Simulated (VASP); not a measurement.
## CsCd4Sb3: single point with r2SCAN

Crystal: CsCd4Sb3.

```
CELL_PARAMETERS angstrom
2.40304 4.16219 0.00000
-2.40304 4.16219 0.00000
0.00000 -2.77479 13.36075
ATOMIC_POSITIONS crystal
Cd 0.08213 0.08213 0.24640
Cd 0.91787 0.91787 0.75360
Cd 0.30430 0.30430 0.91289
Cd 0.69570 0.69570 0.08711
Sb 0.23398 0.23398 0.70193
Sb 0.76602 0.76602 0.29807
Sb 0.00000 0.00000 0.00000
Cs 0.50000 0.50000 0.50000
```

```
Program             : VASP 6.6.1
Task                : single point
Functional          : r2SCAN
Potentials or basis : VASP PAW PBE potentials, release 64 (Cd, Sb, Cs_sv)
Cutoff              : 520 eV
k mesh              : 5 × 5 × 5
Occupations         : fermi-dirac, width 0.1 eV
Spin                : no spin polarisation
```

* Pressure: 0.2 GPa
* Largest force: 0.022 eV/Å
* Band gap on the k mesh: zero (bands 36 and 37 overlap by 0.10 eV)

Forces on the atoms (eV/Å):
```
Cd   0.000  0.000 -0.001
Cd   0.000  0.000  0.001
Cd   0.000  0.000  0.009
Cd   0.000  0.000 -0.009
Sb   0.000  0.000 -0.022
Sb   0.000  0.000  0.022
Sb   0.000  0.000  0.000
Cs   0.000  0.000  0.000
```

Levels at points of the mesh, in eV from the Fermi level:
```csv
k point,band 32,band 33,band 34,band 35,band 36,band 37,band 38,band 39,band 40,band 41
"(0.00, 0.00, 0.00)",-0.39,-0.39,-0.25,-0.19,0.06,0.06,0.70,0.70,2.15,2.83
```

Run time: 25 min on 1 thread of Intel Xeon 8259CL (shared host), peak memory 0.53 GiB.

Caveat: semilocal functionals underestimate gaps, and a narrow one can read as zero; the PAW data sets were made with another functional, which shifts forces and pressure a little; spin-orbit coupling is left out, which moves the levels of the heavy elements.
